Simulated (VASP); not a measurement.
# Ru (P6_3/mmc) in VASP: further runs, part 2 of 2

VASP 6.6.1. The steps go on from the part before.

## Step 4: Single point, PBE

This run uses another cell than the first one, of 13.18 Å³/atom.

INCAR reads:

```
SYSTEM = Ru
  PREC = Accurate
  ENCUT = 520
  EDIFF = 1E-6
  ISMEAR = 0
  SIGMA = 0.1
  LREAL = .FALSE.
  LASPH = .TRUE.
  NELM = 80
  ALGO = Normal
  ISIF = 2
  LWAVE = .FALSE.
  LCHARG = .FALSE.
  GGA = PE
  NBANDS = 21
```

KPOINTS reads:

```
regular mesh
0
G
  18 18 10
  0 0 0
```

POSCAR reads:

```
Ru
1.0
    2.6792723833      0.0000000000      0.0000000000
   -1.3396361917      2.3203179476      0.0000000000
    0.0000000000      0.0000000000      4.2405258494
Ru
2
Direct
    0.3333333333      0.6666666667      0.2500000000
    0.6666666667      0.3333333333      0.7500000000
```

Run with:

```bash
$ cat potpaw_PBE.64/Ru_pv/POTCAR > POTCAR
$ mpirun -np 1 vasp_std > vasp.out
```

It took 2.3 min on 1 thread of Intel Xeon 8259CL, shared host; peak memory 0.21 GiB.

The run converged. Its results:

```
Free energy            : -18.4191 eV
Pressure               : 14.9 GPa
Band gap on the k mesh : zero (bands 14 and 15 overlap by 3.27 eV)
```

Levels at points of the mesh, in eV from the Fermi level:
```tsv
k point	band 11	band 12	band 13	band 14	band 15	band 16	band 17	band 18
(0.00, 0.00, 0.00)	-2.52	-1.99	-1.99	-1.44	-1.44	1.24	1.24	1.33
(0.50, 0.00, 0.00)	-2.15	-1.83	-1.57	1.51	1.95	2.02	4.24	6.36
(0.00, 0.00, 0.50)	-2.88	-2.88	-2.80	-2.80	0.58	0.58	0.58	0.58
(0.50, 0.00, 0.50)	-1.10	-1.10	0.48	0.48	1.78	1.78	3.52	3.52
```

Caveat: the cell stands under pressure.

## Step 5: Single point, PBE

This run uses another cell than the first one, of 13.44 Å³/atom.

INCAR reads:

```
SYSTEM = Ru
ALGO = Normal ; EDIFF = 1E-6
ENCUT = 520 ; GGA = PE
ISIF = 2 ; ISMEAR = 0
LASPH = .TRUE. ; LCHARG = .FALSE.
LREAL = .FALSE. ; LWAVE = .FALSE.
NBANDS = 21 ; NELM = 80
PREC = Accurate ; SIGMA = 0.1
```

KPOINTS reads:

```
k-points
0
G
  18 18 10
  0 0 0
```

POSCAR reads:

```
Ru
1.0
    2.6971192339      0.0000000000      0.0000000000
   -1.3485596170      2.3357737735      0.0000000000
    0.0000000000      0.0000000000      4.2653526335
Ru
2
Direct
    0.3333333333      0.6666666667      0.2500000000
    0.6666666667      0.3333333333      0.7500000000
```

Potentials or basis: VASP PAW PBE potentials, release 64 (Ru_pv).

Run with:

```bash
$ cat potpaw_PBE.64/Ru_pv/POTCAR > POTCAR
$ mpirun -np 1 vasp_std > vasp.out
```

OUTCAR:

```text
SYSTEM = Ru
   EDIFF = 1E-6
   ENCUT = 520
   GGA = PE
   ISIF = 2
   ISMEAR = 0
   LASPH = .TRUE.
   LREAL = .FALSE.
   NELM = 80
   PREC = Accurate

 ion  position               nearest neighbor table
   1  0.333  0.667  0.250-   2 2.64   2 2.64   2 2.64   2 2.64   2 2.64   2 2.64
   2  0.667  0.333  0.750-   1 2.64   1 2.64   1 2.64   1 2.64   1 2.64   1 2.64

  LATTYP: Found a hexagonal cell.
 ALAT       =     2.6971192339
 C/A-ratio  =     1.5814475607

  Lattice vectors:

 A1 = (   2.6971192339,   0.0000000000,   0.0000000000)
 A2 = (  -1.3485596170,   2.3357737735,   0.0000000000)
 A3 = (   0.0000000000,   0.0000000000,   4.2653526335)

Analysis of symmetry for initial positions (statically):
=====================================================================
 Subroutine PRICEL returns:
 Original cell was already a primitive cell.

 Routine SETGRP: Setting up the symmetry group for a
 hexagonal supercell.

 Subroutine GETGRP returns: Found 24 space group operations
 (whereof 12 operations were pure point group operations)
 out of a pool of 24 trial point group operations.

The static configuration has the point symmetry D_3d.
 The point group associated with its full space group is D_6h.
[... 160 lines left out ...]

  energy without entropy =      -18.44660026  energy(sigma->0) =      -18.45108964

 E-fermi :  13.0262     XC(G=0): -14.1845

 val. band max:       13.0248126421   @ k =   0.1667   0.1111   0.3000
 cond. band min:      13.0365624802   @ k =   0.0000   0.0000   0.2000
 fundamental gap:      0.0117498381
 Fermi energy:        13.0261908919

 k-point     1 :       0.0000    0.0000    0.0000
  band No.  band energies     occupation
      1     -30.6566      2.00000
      2     -29.6898      2.00000
      3     -29.6898      2.00000
      4     -29.5135      2.00000
      5     -29.5135      2.00000
      6     -29.4716      2.00000
[... 565 lines left out ...]
     20      23.4433      0.00000
     21      24.3037      0.00000

 [... further k-points ...]

------------------------ aborting loop because EDIFF is reached ----------------------------------------

  FORCE on cell =-STRESS in cart. coord.  units (eV):
  Direction    XX          YY          ZZ          XY          YZ          ZX
  --------------------------------------------------------------------------------------
  -------------------------------------------------------------------------------------
  Total        1.3286296      1.3286296      1.3309582     -0.0000000      0.0000000      0.0000000
  in kB       79.2188684     79.2188684     79.3577107     -0.0000000      0.0000000      0.0000000
  external PRESSURE =      79.2651491 kB  Pullay stress =       0.0000000 kB

 VOLUME and BASIS-vectors are now :
 -----------------------------------------------------------------------------
  energy-cutoff  :      520.00
  volume of cell :       26.87
      direct lattice vectors                 reciprocal lattice vectors
     2.697119234  0.000000000  0.000000000     0.370765959  0.214061826  0.000000000
    -1.348559617  2.335773774  0.000000000     0.000000000  0.428123653  0.000000000
     0.000000000  0.000000000  4.265352634     0.000000000  0.000000000  0.234447204

 POSITION                                       TOTAL-FORCE (eV/Angst)
 -----------------------------------------------------------------------------------
     -0.00000      1.55718      1.06634         0.000000     -0.000000      0.000000
      1.34856      0.77859      3.19901        -0.000000      0.000000      0.000000
 -----------------------------------------------------------------------------------
    total drift:                               -0.000000      0.000000     -0.000000

  FREE ENERGIE OF THE ION-ELECTRON SYSTEM (eV)
  ---------------------------------------------------
  free  energy   TOTEN  =       -18.4555790151 eV

  energy  without entropy=      -18.4466002588  energy(sigma->0) =      -18.45108964
```

stdout:

```text
POSCAR found type information on POSCAR Ru
 POSCAR found :  1 types and       2 ions
 scaLAPACK will be used
 LDA part: xc-table for (Slater+PW92), standard interpolation
 POSCAR, INCAR and KPOINTS ok, starting setup
 FFT: planning ... GRIDC
 FFT: planning ... GRID_SOFT
 FFT: planning ... GRID
 WAVECAR not read
 entering main loop
```

Wall time 2.2 min (1 thread of Intel Xeon 8259CL, shared host); peak memory 0.21 GiB.

Results:

- Free energy: -18.4556 eV
- Pressure: 7.9 GPa
- Band gap on the k mesh: zero (bands 14 and 15 overlap by 3.18 eV)

Levels at points of the mesh, in eV from the Fermi level:
| k point | band 10 | band 11 | band 12 | band 13 | band 14 | band 15 | band 16 | band 17 | band 18 | band 19 |
| --- | --- | --- | --- | --- | --- | --- | --- | --- | --- | --- |
| (0.00, 0.00, 0.00) | -2.63 | -2.44 | -1.93 | -1.93 | -1.41 | -1.41 | 1.21 | 1.21 | 1.32 | 10.37 |
| (0.50, 0.00, 0.00) | -3.06 | -2.09 | -1.80 | -1.53 | 1.46 | 1.88 | 1.96 | 4.13 | 6.21 | 10.41 |
| (0.00, 0.00, 0.50) | -2.80 | -2.80 | -2.80 | -2.73 | -2.73 | 0.56 | 0.56 | 0.56 | 0.56 | 10.42 |
| (0.50, 0.00, 0.50) | -4.59 | -1.07 | -1.07 | 0.46 | 0.46 | 1.72 | 1.72 | 3.44 | 3.44 | 10.41 |

Caveat: the cell stands under pressure.

## Step 6: Single point, PBE

This run uses another cell than the first one, of 13.64 Å³/atom.

INCAR reads:

```
  PREC = Accurate
  ENCUT = 520
  EDIFF = 1E-6
  ISMEAR = 0
  SIGMA = 0.1
  LREAL = F
  LASPH = T
  NELM = 100
  ALGO = Normal
  ISIF = 2
  LWAVE = F
  LCHARG = F
  GGA = PE
  NBANDS = 21
```

KPOINTS reads:

```
regular mesh
0
Gamma
  18 18 10
```

POSCAR reads:

```
Ru
1.0
    2.7111349566      0.0000000000      0.0000000000
   -1.3555674783      2.3479117455      0.0000000000
    0.0000000000      0.0000000000      4.2845351736
Ru
2
Direct
    0.3333333333      0.6666666667      0.2500000000
    0.6666666667      0.3333333333      0.7500000000
```

Potentials or basis: VASP PAW PBE potentials, release 64 (Ru_pv).

Run with:

```bash
$ cat potpaw_PBE.64/Ru_pv/POTCAR > POTCAR
$ mpirun -np 1 vasp_std > vasp.out
```

OUTCAR:

```text
PREC = Accurate
   ENCUT = 520
   EDIFF = 1E-6
   ISMEAR = 0
   LREAL = F
   LASPH = T
   NELM = 100
   ISIF = 2
   GGA = PE

 ion  position               nearest neighbor table
   1  0.333  0.667  0.250-   2 2.65   2 2.65   2 2.65   2 2.65   2 2.65   2 2.65
   2  0.667  0.333  0.750-   1 2.65   1 2.65   1 2.65   1 2.65   1 2.65   1 2.65

  LATTYP: Found a hexagonal cell.
 ALAT       =     2.7111349566
 C/A-ratio  =     1.5803474346

  Lattice vectors:

 A1 = (   2.7111349566,   0.0000000000,   0.0000000000)
 A2 = (  -1.3555674783,   2.3479117455,   0.0000000000)
 A3 = (   0.0000000000,   0.0000000000,   4.2845351736)

Analysis of symmetry for initial positions (statically):
=====================================================================
 Subroutine PRICEL returns:
 Original cell was already a primitive cell.

 Routine SETGRP: Setting up the symmetry group for a
 hexagonal supercell.

 Subroutine GETGRP returns: Found 24 space group operations
 (whereof 12 operations were pure point group operations)
 out of a pool of 24 trial point group operations.

The static configuration has the point symmetry D_3d.
 The point group associated with its full space group is D_6h.

Analysis of symmetry for dynamics (positions and initial velocities):
=====================================================================
 Subroutine PRICEL returns:
 Original cell was already a primitive cell.

 Routine SETGRP: Setting up the symmetry group for a
 hexagonal supercell.

 Subroutine GETGRP returns: Found 24 space group operations
 (whereof 12 operations were pure point group operations)
 out of a pool of 24 trial point group operations.

The dynamic configuration has the point symmetry D_3d.
 The point group associated with its full space group is D_6h.

[... 109 lines left out ...]
   NELECT =      28.0000    total number of electrons
   NUPDOWN=      -1.0000    fix difference up-down
   EMIN   =  10.00;   EMAX   =-10.00  energy-range for DOS
   EFERMI =   0.00;   METHOD = LEGACY
   ISMEAR =     0;   SIGMA  =   0.10  broadening in eV -4-tet -1-fermi 0-gaus
   EFERMI_NEDOS =   21; number of points for ismear=-14 and -15
   IALGO  =     38    algorithm
   IMIX   =      4    mixing-type and parameters
     AMIX     =   0.40;   BMIX     =  1.00
     AMIX_MAG =   1.60;   BMIX_MAG =  1.00
  volume/ion in A,a.u.               =      13.64        92.02
  Fermi-wavevector in a.u.,A,eV,Ry     =   1.651513  3.120907 37.109820  2.727495
  Thomas-Fermi vector in A             =   2.740280
   LORBIT       =      0    0 simple, 1 ext, 2 COOP (PROOUT), +10 PAW based schemes
   GGA     = PE    functional components
   LHFCALC =     F    Hartree Fock is set to
   AEXX    =    0.0000 exact exchange contribution
   IVDW    =     0    specifies the selected vdW correction
   LEPSILON=     F    determine dielectric tensor
   LRPA    =     F    only Hartree local field effects (RPA)
 non-spin polarized calculation
 Gauss-broadening in eV      SIGMA  =   0.10
  energy-cutoff  :      520.00
  volume of cell :       27.27
 maximum number of plane-waves:       756
   NGX = 11   NGY = 11   NGZ = 15

 number of electron      28.0000010 magnetization

 Free energy of the ion-electron system (eV)
  ---------------------------------------------------
  ext. energy  EPLUGINS =         0.00000000
  ---------------------------------------------------
  free energy    TOTEN  =       -18.46935389 eV

  energy without entropy =      -18.46016908  energy(sigma->0) =      -18.46476148

 E-fermi :  12.7542     XC(G=0): -14.0921

 val. band max:       12.7521402959   @ k =   0.1667   0.1111   0.3000
 cond. band min:      12.7595988562   @ k =   0.4444   0.1111   0.5000
 fundamental gap:      0.0074585603
 Fermi energy:        12.7542040237

 k-point     1 :       0.0000    0.0000    0.0000
  band No.  band energies     occupation
      1     -30.8722      2.00000
      2     -29.9514      2.00000
      3     -29.9514      2.00000
      4     -29.7824      2.00000
      5     -29.7824      2.00000
      6     -29.7419      2.00000
[... 565 lines left out ...]
     20      23.1892      0.00000
     21      23.8944      0.00000

 [... further k-points ...]

------------------------ aborting loop because EDIFF is reached ----------------------------------------

  FORCE on cell =-STRESS in cart. coord.  units (eV):
  Direction    XX          YY          ZZ          XY          YZ          ZX
  --------------------------------------------------------------------------------------
  -------------------------------------------------------------------------------------
  Total        0.4912433      0.4912433      0.4955744     -0.0000000      0.0000000      0.0000000
  in kB       28.8582935     28.8582935     29.1127228     -0.0000000      0.0000000      0.0000000
  external PRESSURE =      28.9431033 kB  Pullay stress =       0.0000000 kB

 VOLUME and BASIS-vectors are now :
 -----------------------------------------------------------------------------
  energy-cutoff  :      520.00
  volume of cell :       27.27
      direct lattice vectors                 reciprocal lattice vectors
     2.711134957  0.000000000  0.000000000     0.368849215  0.212955193  0.000000000
    -1.355567478  2.347911745  0.000000000     0.000000000  0.425910387  0.000000000
     0.000000000  0.000000000  4.284535174     0.000000000  0.000000000  0.233397547

 POSITION                                       TOTAL-FORCE (eV/Angst)
 -----------------------------------------------------------------------------------
     -0.00000      1.56527      1.07113         0.000000     -0.000000      0.000000
      1.35557      0.78264      3.21340        -0.000000      0.000000      0.000000
 -----------------------------------------------------------------------------------
    total drift:                                0.000000     -0.000000      0.000000

  FREE ENERGIE OF THE ION-ELECTRON SYSTEM (eV)
  ---------------------------------------------------
  free  energy   TOTEN  =       -18.4693538892 eV

  energy  without entropy=      -18.4601690778  energy(sigma->0) =      -18.46476148
```

stdout:

```text
POSCAR found type information on POSCAR Ru
 POSCAR found :  1 types and       2 ions
 scaLAPACK will be used
 LDA part: xc-table for (Slater+PW92), standard interpolation
 POSCAR, INCAR and KPOINTS ok, starting setup
 FFT: planning ... GRIDC
 FFT: planning ... GRID_SOFT
 FFT: planning ... GRID
 WAVECAR not read
 entering main loop
```

It took 2.2 min on 1 thread of Intel Xeon 8259CL, shared host; peak memory 0.22 GiB.

What came out:

```
Free energy            : -18.4694 eV
Pressure               : 2.9 GPa
Band gap on the k mesh : zero (bands 14 and 15 overlap by 3.11 eV)
```

Levels at points of the mesh, in eV from the Fermi level:
```
           k point  band 10  band 11  band 12  band 13  band 14  band 15  band 16  band 17  band 18  band 19
(0.00, 0.00, 0.00)    -2.57    -2.38    -1.89    -1.89    -1.38    -1.38     1.18     1.18     1.31    10.27
(0.50, 0.00, 0.00)    -3.00    -2.05    -1.78    -1.50     1.41     1.83     1.91     4.05     6.10    10.43
(0.00, 0.00, 0.50)    -2.74    -2.74    -2.74    -2.68    -2.68     0.55     0.55     0.55     0.55    10.44
(0.50, 0.00, 0.50)    -4.49    -1.05    -1.05     0.45     0.45     1.67     1.67     3.38     3.38    10.41
```

## Step 7: Overview

```tsv
cell	gap on the mesh (eV)	pressure (GPa)
a = 2.593, b = 2.593, c = 4.118 Å, angles 90.0, 90.0, 120.0°, 2 atoms	none	60.2
a = 2.646, b = 2.646, c = 4.194 Å, angles 90.0, 90.0, 120.0°, 2 atoms	none	30.0
a = 2.679, b = 2.679, c = 4.241 Å, angles 90.0, 90.0, 120.0°, 2 atoms	none	14.9
a = 2.697, b = 2.697, c = 4.265 Å, angles 90.0, 90.0, 120.0°, 2 atoms	none	7.9
a = 2.711, b = 2.711, c = 4.285 Å, angles 90.0, 90.0, 120.0°, 2 atoms	none	2.9
```

Alike in all rows: task single point; level PBE; potentials or basis VASP PAW PBE potentials, release 64 (Ru_pv); no spin polarisation; k mesh 18 × 18 × 10; cutoff (eV) 520; smearing gaussian 0.1 eV.

Caveats: the cell stands under pressure (at least some runs).

Total energies depend on the potentials used, so only differences within one code and one set of settings carry meaning.
